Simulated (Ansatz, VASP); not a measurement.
# Two plane-wave programs on NaCl

The input INCAR:

```
ALGO = Normal
EDIFF = 1E-6
ENCUT = 520
GGA = PE
ISIF = 2
ISMEAR = -1
LASPH = True
LCHARG = False
LREAL = False
LWAVE = False
NBANDS = 14
NELM = 100
PREC = Accurate
SIGMA = 0.02
```

File KPOINTS:

```
k-points
0
Gamma
  8 8 8
```

Contents of POSCAR:

```
NaCl
1.0
    0.0000000000      3.0872727775      3.0872727775
    3.2110724159      0.0000000000      3.0872727775
    3.2110724159      3.0872727775      0.0000000000
Na Cl
1 1
Direct
    0.0000000000      0.0000000000      0.0000000000
    0.2500000000      0.2500000000      0.2500000000
```

Input for Ansatz:

```yaml
crystal:
  lattice:
    - [0.0, 3.0872727775, 3.0872727775]
    - [3.2110724159, 0.0, 3.0872727775]
    - [3.2110724159, 3.0872727775, 0.0]
  atoms:
    - { symbol: Na, position: [0.0, 0.0, 0.0] }
    - { symbol: Cl, position: [0.25, 0.25, 0.25] }
kpoints:
  mp_grid: { grid: [8, 8, 8] }
  band_path:
    path:
      - [0.0, 0.0, 0.0]
      - [-0.5, -0.5, 0.0]
      - [-0.375, -0.375, 0.25]
      - [-0.375, 0.0, 0.375]
      - [0.0, 0.0, 0.5]
      - [-0.5, -0.25, 0.25]
    npoints: 1
hamiltonian:
  xc: pbe
scf:
  occupations: { method: fermi_dirac, width: 0.02 }
  n_extra_bands: 4
output:
  forces: true
  stress: true
  eigenvalues: true
```

Change from the starting cell: uniaxial_x strain +4.0%.

Alike in both runs: task single point; functional PBE; k mesh 8 × 8 × 8; occupations fermi-dirac, width 0.02 eV; no spin polarisation.

```csv
,VASP,Ansatz
version,VASP 6.6.1,Ansatz 0.2.0
potentials or method,"VASP PAW PBE potentials, release 64 (Na_pv, Cl)","plane waves, PAW"
plane-wave cutoff (eV),520,420
valence electrons in the cell,14,16
```

|  | VASP | Ansatz | Ansatz less VASP |
| --- | --- | --- | --- |
| gap on the k mesh at the Fermi level (eV) | 4.83 | 4.83 | 0.000 |
| pressure (GPa) | 0.0 | 0.0 | +0.01 |
| traceless stress, the component that is largest in VASP (GPa) | -0.09 | -0.09 | -0.001 |

VASP's potentials hold 14 valence electrons a cell and Ansatz's 16, so a difference there can come from the potentials and not from the codes.
